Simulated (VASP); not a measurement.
The system is Se.

```
Se
1.0
    -1.70345    1.70345    1.70345
     1.70345   -1.70345    1.70345
     1.70345    1.70345   -1.70345
Se
1
Direct
  0.00000 0.00000 0.00000
```

Program: VASP 6.6.1. Alike in all runs: no spin polarisation; cell as given; cutoff (eV) 520. Hardware: 1 thread of Intel(R) Xeon(R) Platinum 8375C CPU @ 2.90GHz (Ice Lake), with other jobs on the host.

Order these runs on this cell by their wall time, lowest first.
A. task density of states; level LDA; potentials or basis VASP PAW LDA potentials, release 64 (Se); k mesh 10 × 10 × 10; smearing gaussian 0.1 eV; k mesh for the DOS 15 × 15 × 15; occupations for the DOS tetrahedron
B. task single point; level PBE; potentials or basis VASP PAW PBE potentials, release 64 (Se); k mesh 10 × 10 × 10; smearing fermi-dirac 0.00861733 eV
C. task single point; level PBE; potentials or basis VASP PAW PBE potentials, release 64 (Se); k mesh 6 × 6 × 6, shifted; smearing gaussian 0.1 eV
D. task single point; level PBE; potentials or basis VASP PAW PBE potentials, release 64 (Se); k mesh 4 × 4 × 4; smearing gaussian 0.1 eV

D (2.1 s), B (4.7 s), A (12 s), C (170 s).

Caveats: some runs use coarse meshes.
